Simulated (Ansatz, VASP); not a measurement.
## Two plane-wave programs on AlRu

```xyz
2
Lattice="3.1729 0.0000 0.0000 0.0000 2.8353 0.0000 0.0000 0.0000 3.0041" Properties=species:S:1:pos:R:3 pbc="T T T"
Al    0.0000    0.0000    0.0000
Ru    1.5865    1.4176    1.5020
```

Change from the starting cell: strain +0.0562 x Voigt [1, -1, 0, 0, 0, 0], atoms carried along.

Alike in both runs: task single point; functional PBE; k mesh 20 × 20 × 20; occupations gaussian, width 0.15 eV; no spin polarisation.

|  | VASP | Ansatz |
| --- | --- | --- |
| version | VASP 6.6.1 | Ansatz 0.2.0 |
| potentials or method | VASP PAW PBE potentials, release 64 (Al, Ru_pv), cutoff 520 eV | scalar-relativistic, plane waves, PAW |
| valence electrons in the cell | 17 | 19 |

```tsv
	VASP	Ansatz	Ansatz less VASP
gap on the k mesh at the Fermi level (eV)	none	none	-
pressure (GPa)	1.6	1.7	+0.07
traceless stress, the component that is largest in VASP (GPa)	10.53	10.52	-0.013
```

A gap of «none» marks a metal or a gap that the smearing closes. VASP's potentials hold 17 valence electrons a cell and Ansatz's 19, so a difference there can come from the potentials and not from the codes.
